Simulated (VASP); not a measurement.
A run of VASP 6.6.1 is set up as follows.

File INCAR:

```
PREC     = Accurate       # precision mode
ENCUT    = 520            # plane-wave cutoff, eV
EDIFF    = 1E-6           # SCF threshold, eV
ISMEAR   = 0              # smearing method
SIGMA    = 0.1            # smearing width, eV
LREAL    = False          # projectors in reciprocal space
LASPH    = True           # aspherical terms in the spheres
NELM     = 80             # most SCF steps
ALGO     = Fast           # electronic algorithm
ISIF     = 2              # what is computed and relaxed
LWAVE    = False          # write WAVECAR
LCHARG   = False          # write CHGCAR
GGA      = PS             # functional
NBANDS   = 15             # bands
```

File KPOINTS:

```
regular mesh
0
Gamma
  18 18 12
```

File POSCAR:

```
Fe
1.0
    2.4289031397      0.0000000000      0.0000000000
   -1.2144515698      2.1034918223      0.0000000000
    0.0000000000      0.0000000000      3.8416629235
Fe
2
Direct
    0.3333333333      0.6666666667      0.2500000000
    0.6666666667      0.3333333333      0.7500000000
```

Potentials or basis: VASP PAW PBE potentials, release 64 (Fe).

Run with:

```sh
$ cat potpaw_PBE.64/Fe/POTCAR > POTCAR
$ mpirun -np 1 vasp_std > vasp.out
```

(1) What does it give for the band gap on the k mesh?

(2) What does it give for the pressure?

Answers

(1) zero (bands 8 and 9 overlap by 2.04 eV).

(2) -0.3 GPa.

Caveat: the PAW data sets were made with another functional, which shifts forces and pressure a little; the run has no spin polarisation, though such a crystal can be magnetic.
